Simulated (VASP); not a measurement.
Write the native input for VASP 6.6.1 that does the following.

```
Task                   : single point
Functional             : PBE
Potentials or basis    : VASP PAW PBE potentials, release 64 (Ta_pv)
Cutoff                 : 500 eV
k mesh                 : 7 × 7 × 7
Occupations            : gaussian, width 0.05 eV
Spin                   : no spin polarisation
Dipole correction      : no
Further INCAR settings : ALGO = Normal; EDIFF = 1e-06; NBANDS = 18
```

The structure of Ta lies in POSCAR:

```
Ta
1.0
    0.0000000000      3.0550585948      3.0550585948
    3.0550585948      0.0000000000      3.0550585948
    3.0550585948      3.0550585948      0.0000000000
Ta
2
Direct
    1.0000000000      1.0000000000      1.0000000000
    0.2500000000      0.2500000000      0.2500000000
```

This isn't the form of Ta at room conditions, which is bcc.

The input as run:

INCAR

```
PREC = Accurate ; ENCUT = 500
EDIFF = 1E-6 ; ISMEAR = 0
SIGMA = 0.05 ; LREAL = False
LASPH = True ; NELM = 120
ALGO = Normal ; ISIF = 2
LWAVE = False ; LCHARG = False
GGA = PE ; NBANDS = 18
GGA_COMPAT = False
```

KPOINTS

```
regular mesh
0
Gamma
  7 7 7
```

Potentials or basis: VASP PAW PBE potentials, release 64 (Ta_pv).

Run with:

```sh
$ cat potpaw_PBE.64/Ta_pv/POTCAR > POTCAR
$ mpirun -np 1 vasp_std > vasp.out
```

Results of the run:

```yaml
Pressure: 0.0 GPa
Band_gap_on_the_k_mesh: zero (bands 11 and 12 overlap by 0.45 eV)
```

Caveat: spin-orbit coupling is left out, which moves the levels of the heavy elements.

Run time: 6.2 s on 1 thread of Intel(R) Xeon(R) 6975P-C (Granite Rapids) (shared host), peak memory 0.17 GiB.
